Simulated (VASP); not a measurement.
# Ag (Im-3m) in VASP: single point with HSE06

Aim: the single point of Ag with HSE06.

Everything below comes from runs of VASP 6.6.1. Logs are shortened: lines on timing, memory, paths and dates and some standing lists are left out, and cuts for length are marked.

## Step 1: The cell of the first run

It takes space group Im-3m (No. 229, cubic). Conventional cell: a = 3.299 Å, b = 3.299 Å, c = 3.299 Å, α = 90.00°, β = 90.00°, γ = 90.00°. Within 3.8 Å of Ag (site symmetry m-3m) lie 14 Ag at 2.86 to 3.30 Å.

This isn't the form of Ag at room conditions, which is fcc.

## Step 2: Single point, HSE06

The input, POSCAR:

```
Ag
1.0
   -1.6493996769      1.6493996769      1.6493996769
    1.6493996769     -1.6493996769      1.6493996769
    1.6493996769      1.6493996769     -1.6493996769
Ag
1
Direct
    0.0000000000      0.0000000000      0.0000000000
```

The input, INCAR.step1:

```
ALGO     = Normal         # electronic algorithm
EDIFF    = 1E-5           # SCF threshold, eV
ENCUT    = 520            # plane-wave cutoff, eV
GGA      = PE             # functional
ISIF     = 2              # what is computed and relaxed
ISMEAR   = 0              # smearing method
LASPH    = True           # aspherical terms in the spheres
LCHARG   = False          # write CHGCAR
LREAL    = False          # projectors in reciprocal space
LWAVE    = True           # write WAVECAR
NBANDS   = 12             # bands
NELM     = 100            # most SCF steps
PREC     = Accurate       # precision mode
SIGMA    = 0.05           # smearing width, eV
```

The input, INCAR.step2:

```
ALGO     = Normal         # electronic algorithm
EDIFF    = 1E-7           # SCF threshold, eV
ENCUT    = 520            # plane-wave cutoff, eV
GGA      = PE             # functional
HFSCREEN = 0.2079         # screening, 1/A
ISIF     = 2              # what is computed and relaxed
ISMEAR   = 0              # smearing method
ISTART   = 1            
LASPH    = True           # aspherical terms in the spheres
LCHARG   = False          # write CHGCAR
LHFCALC  = True           # exact exchange
LREAL    = False          # projectors in reciprocal space
LWAVE    = False          # write WAVECAR
NBANDS   = 12             # bands
NELM     = 100            # most SCF steps
PREC     = Accurate       # precision mode
PRECFOCK = Normal       
SIGMA    = 0.05           # smearing width, eV
```

The input, KPOINTS:

```
k-points
0
Gamma
  10 10 10
```

Potentials or basis: VASP PAW PBE potentials, release 64 (Ag).

Launch:

```console
cat potpaw_PBE.64/Ag/POTCAR > POTCAR
cp INCAR.step1 INCAR
mpirun -np 1 vasp_std > vasp.out
cp INCAR.step2 INCAR
mpirun -np 1 vasp_std > vasp.out
```

OUTCAR:

```text
EDIFF = 1E-7
   ENCUT = 520
   GGA = PE
   HFSCREEN = 0.2079
   ISIF = 2
   ISMEAR = 0
   ISTART = 1
   LASPH = True
   LHFCALC = True
   LREAL = False
   NELM = 100
   PREC = Accurate
   PRECFOCK = Normal

 ion  position               nearest neighbor table
   1  0.000  0.000  0.000-

  LATTYP: Found a body centered cubic cell.
 ALAT       =     3.2987993538

  Lattice vectors:

 A1 = (  -1.6493996769,   1.6493996769,   1.6493996769)
 A2 = (   1.6493996769,  -1.6493996769,   1.6493996769)
 A3 = (   1.6493996769,   1.6493996769,  -1.6493996769)

Analysis of symmetry for initial positions (statically):
=====================================================================
 Subroutine PRICEL returns:
 Original cell was already a primitive cell.

 Routine SETGRP: Setting up the symmetry group for a
 body centered cubic supercell.

 Subroutine GETGRP returns: Found 48 space group operations
 (whereof 48 operations were pure point group operations)
 out of a pool of 48 trial point group operations.

The static configuration has the point symmetry O_h .

Analysis of symmetry for dynamics (positions and initial velocities):
=====================================================================
 Subroutine PRICEL returns:
 Original cell was already a primitive cell.

 Routine SETGRP: Setting up the symmetry group for a
 body centered cubic supercell.

 Subroutine GETGRP returns: Found 48 space group operations
 (whereof 48 operations were pure point group operations)
 out of a pool of 48 trial point group operations.

The dynamic configuration has the point symmetry O_h .

 Subroutine INISYM returns: Found 48 space group operations
 (whereof 48 operations are pure point group operations),
 and found     1 'primitive' translations

----------------------------------------------------------------------------------------

                                     Primitive cell

  volume of cell :      17.9489

  direct lattice vectors                    reciprocal lattice vectors
    -1.649399677  1.649399677  1.649399677     0.000000000  0.303140595  0.303140595
     1.649399677 -1.649399677  1.649399677     0.303140595  0.000000000  0.303140595
     1.649399677  1.649399677 -1.649399677     0.303140595  0.303140595  0.000000000

  length of vectors
     2.856844042  2.856844042  2.856844042     0.428705541  0.428705541  0.428705541

  position of ions in fractional coordinates (direct lattice)
     0.000000000  0.000000000  0.000000000

  ion indices of the primitive-cell ions
   primitive index   ion index
                 1           1

----------------------------------------------------------------------------------------

 KPOINTS: k-points

Automatic generation of k-mesh.
 Grid dimensions read from file:
 generate k-points for:   10   10   10

 Generating k-lattice:

  Cartesian coordinates                     Fractional coordinates (reciprocal lattice)
     0.000000000  0.030314060  0.030314060     0.100000000  0.000000000  0.000000000
     0.030314060  0.000000000  0.030314060     0.000000000  0.100000000  0.000000000
     0.030314060  0.030314060  0.000000000     0.000000000  0.000000000  0.100000000

  Length of vectors
     0.042870554  0.042870554  0.042870554

  Shift w.r.t. Gamma in fractional coordinates (k-lattice)
     0.000000000  0.000000000  0.000000000

 Subroutine IBZKPT returns following result:
 ===========================================

 Found     47 irreducible k-points:

 Following reciprocal coordinates:
            Coordinates               Weight
  0.000000  0.000000  0.000000      1.000000
  0.100000  0.000000  0.000000     12.000000
  0.200000  0.000000  0.000000     12.000000
  0.300000  0.000000  0.000000     12.000000
  0.400000  0.000000  0.000000     12.000000
  0.500000  0.000000  0.000000      6.000000
[... 16 lines left out ...]
  0.300000  0.300000  0.100000      8.000000
 -0.300000  0.300000  0.100000     24.000000
 [... further k-points ...]
   k-points           NKPTS =     47   k-points in BZ     NKDIM =   1000   number of bands    NBANDS=     12
   number of dos      NEDOS =    301   number of ions     NIONS =      1
   total plane-waves  NPLWV =  13824
   dimension x,y,z NGX =    24 NGY =   24 NGZ =   24
   dimension x,y,z NGXF=    48 NGYF=   48 NGZF=   48
   ions per type =               1
   NGX,Y,Z   is equivalent  to a cutoff of  13.97, 13.97, 13.97 a.u.
   NGXF,Y,Z  is equivalent  to a cutoff of  27.93, 27.93, 27.93 a.u.
 SYSTEM =  unknown system
   PREC   = accura    normal or accurate (medium, high low for compatibility)
   ISTART =      1    job   : 0-new  1-cont  2-samecut
   ICHARG =      0    charge: 1-file 2-atom 10-const
   ISPIN  =      1    spin polarized calculation?
   LNONCOLLINEAR =      F non collinear calculations
   LSORBIT =      F    spin-orbit coupling
   LASPH  =      T    aspherical Exc in radial PAW
   ENCUT  =  520.0 eV  38.22 Ry    6.18 a.u.   5.31  5.31  5.31*2*pi/ulx,y,z
   NELM   =    100;   NELMIN=  2; NELMDL=  0     # of ELM steps
   EDIFF  = 0.1E-06   stopping-criterion for ELM
   LREAL  =      F    real-space projection
   EDIFFG = 0.1E-05   stopping-criterion for IOM
   NSW    =      0    number of steps for IOM
   IBRION =     -1    ionic relax: 0-MD 1-quasi-New 2-CG
   NFREE  =      0    steps in history (QN), initial steepest desc. (CG)
   ISIF   =      2    stress and relaxation
   ISYM   =      3    0-nonsym 1-usesym 2-fastsym
   POTIM  = 0.5000    time-step for ionic-motion
   TEBEG  =    0.0;   TEEND  =   0.0 temperature during run
   PSTRESS=    0.0 pullay stress
   NELECT =      11.0000    total number of electrons
   NUPDOWN=      -1.0000    fix difference up-down
   EMIN   =  10.00;   EMAX   =-10.00  energy-range for DOS
   EFERMI =   0.00;   METHOD = LEGACY
   ISMEAR =     0;   SIGMA  =   0.05  broadening in eV -4-tet -1-fermi 0-gaus
   EFERMI_NEDOS =   21; number of points for ismear=-14 and -15
   IALGO  =     38    algorithm
   IMIX   =      1    mixing-type and parameters
     AMIX     =   0.40;   BMIX     =  1.00
     AMIX_MAG =   1.60;   BMIX_MAG =  1.00
  volume/ion in A,a.u.               =      17.95       121.13
  Fermi-wavevector in a.u.,A,eV,Ry     =   1.390571  2.627798 26.309417  1.933688
  Thomas-Fermi vector in A             =   2.514493
   LORBIT       =      0    0 simple, 1 ext, 2 COOP (PROOUT), +10 PAW based schemes
   GGA     = PE    functional components
   LHFCALC =     T    Hartree Fock is set to
   PRECFOCK=normal    Normal, Fast or Accurate (Low or Medium for compatibility)
   ENCUT4O =  -1.0   cutoff for four orbital integrals eV
   NKREDX  =     1    reduce k-point grid by
   NKREDY  =     1    reduce k-point grid by
   NKREDZ  =     1    reduce k-point grid by
   AEXX    =    0.2500 exact exchange contribution
   HFSCREEN=    0.2079 screening length (either q_TF or 0.3 A-1)
   HFSCREENC=   0.2079 screening length for correlation (either q_TF or 0.3 A-1)
   ENCUTFOCK=  -1.0 apply spherical cutoff to Coloumb kernel
   IVDW    =     0    specifies the selected vdW correction
   LEPSILON=     F    determine dielectric tensor
   LRPA    =     F    only Hartree local field effects (RPA)
 non-spin polarized calculation
 Gauss-broadening in eV      SIGMA  =   0.05
  energy-cutoff  :      520.00
  volume of cell :       17.95
 maximum number of plane-waves:       496
 NGX is ok and might be reduce to    24
  NGX = 16; NGY = 16; NGZ = 16

 number of electron      11.0000003 magnetization

 Free energy of the ion-electron system (eV)
  ---------------------------------------------------
  ext. energy  EPLUGINS =         0.00000000
  ---------------------------------------------------
  free energy    TOTEN  =        -2.78454941 eV

  energy without entropy =       -2.78296868  energy(sigma->0) =       -2.78375905

 E-fermi :   7.7243     XC(G=0):  -9.7162

 val. band max:        7.7176166684   @ k =   0.5000   0.0000   0.0000
 cond. band min:       7.7504805490   @ k =   0.4000   0.1000   0.0000
 fundamental gap:      0.0328638806
 Fermi energy:         7.7242928332

 k-point     1 :       0.0000    0.0000    0.0000
  band No.  band energies     occupation
      1      -0.6714      2.00000
      2       1.5293      2.00000
      3       1.5293      2.00000
      4       1.5293      2.00000
      5       2.7987      2.00000
      6       2.7987      2.00000
      7      26.3652      0.00000
      8      26.3652      0.00000
      9      26.3652      0.00000
     10      32.4734      0.00000
     11      32.4734      0.00000
     12      32.4734      0.00000

 k-point     2 :       0.1000    0.0000    0.0000
  band No.  band energies     occupation
      1      -0.3183      2.00000
      2       1.4525      2.00000
      3       1.5519      2.00000
      4       1.7189      2.00000
      5       2.7228      2.00000
      6       2.8069      2.00000
      7      25.3957      0.00000
      8      26.1691      0.00000
      9      26.5653      0.00000
     10      30.1283      0.00000
     11      30.1606      0.00000
     12      30.6742      0.00000

 k-point     3 :       0.2000    0.0000    0.0000
  band No.  band energies     occupation
      1       0.4341      2.00000
      2       1.2566      2.00000
      3       1.8522      2.00000
      4       2.2440      2.00000
      5       2.6213      2.00000
      6       2.8342      2.00000
      7      22.2152      0.00000
      8      24.8983      0.00000
      9      27.0573      0.00000
     10      27.8562      0.00000
     11      28.9712      0.00000
     12      30.2087      0.00000
[... 286 lines left out ...]
 k-point    23 :       0.3000    0.3000    0.1000
  band No.  band energies     occupation
      1       0.7679      2.00000
      2       1.6034      2.00000
      3       1.6034      2.00000
      4       2.9519      2.00000
      5       2.9519      2.00000
      6      12.9934      0.00000
      7      12.9934      0.00000
      8      13.5340      0.00000
      9      19.1411      0.00000
     10      32.5108      0.00000
     11      32.5108      0.00000
     12      38.2090      0.00000

 k-point    24 :      -0.3000    0.3000    0.1000
  band No.  band energies     occupation
      1       0.7407      2.00000
      2       1.2227      2.00000
      3       2.1838      2.00000
      4       2.5673      2.00000
      5       2.9233      2.00000
      6       4.1968      2.00000
      7      18.4287      0.00000
      8      22.9161      0.00000
      9      23.6703      0.00000
     10      28.4041      0.00000
     11      29.4168      0.00000
     12      30.3727      0.00000

 [... further k-points ...]

------------------------ aborting loop because EDIFF is reached ----------------------------------------

  FORCE on cell =-STRESS in cart. coord.  units (eV):
  Direction    XX          YY          ZZ          XY          YZ          ZX
  --------------------------------------------------------------------------------------
  -------------------------------------------------------------------------------------
  Total        0.0117572      0.0117572      0.0117572      0.0000000      0.0000000      0.0000000
  in kB        1.0494900      1.0494900      1.0494900      0.0000000      0.0000000      0.0000000
  external PRESSURE =       1.0494900 kB  Pullay stress =       0.0000000 kB

 VOLUME and BASIS-vectors are now :
 -----------------------------------------------------------------------------
  energy-cutoff  :      520.00
  volume of cell :       17.95
      direct lattice vectors                 reciprocal lattice vectors
    -1.649399677  1.649399677  1.649399677     0.000000000  0.303140595  0.303140595
     1.649399677 -1.649399677  1.649399677     0.303140595  0.000000000  0.303140595
     1.649399677  1.649399677 -1.649399677     0.303140595  0.303140595  0.000000000

 POSITION                                       TOTAL-FORCE (eV/Angst)
 -----------------------------------------------------------------------------------
      0.00000      0.00000      0.00000         0.000000      0.000000     -0.000000
 -----------------------------------------------------------------------------------
    total drift:                               -0.000000     -0.000004     -0.000009

  FREE ENERGIE OF THE ION-ELECTRON SYSTEM (eV)
  ---------------------------------------------------
  free  energy   TOTEN  =        -2.7845494093 eV

  energy  without entropy=       -2.7829686830  energy(sigma->0) =       -2.78375905
```

Run time: 50 min. Hardware: 1 thread of Intel Xeon 6975P-C (Granite Rapids), shared host; peak memory 0.27 GiB.

What came out:

* Free energy: -2.7845 eV
* Pressure: 0.1 GPa
* Band gap on the k mesh: zero (an odd number of electrons rules out a gap without spin polarisation)

Levels at points of the mesh, in eV from the Fermi level:
| k point | band 3 | band 4 | band 5 | band 6 | band 7 | band 8 | band 9 | band 10 |
| --- | --- | --- | --- | --- | --- | --- | --- | --- |
| (0.00, 0.00, 0.00) | -6.19 | -6.19 | -4.93 | -4.93 | 18.64 | 18.64 | 18.64 | 24.75 |
| (0.50, 0.00, 0.00) | -4.95 | -4.78 | -3.84 | -0.01 | 4.32 | 13.94 | 15.08 | 20.38 |
| (0.50, 0.50, 0.50) | -4.09 | -4.09 | -4.09 | 7.40 | 7.40 | 7.40 | 13.40 | 13.81 |

Caveat: the PAW data sets were made with another functional, which shifts forces and pressure a little.
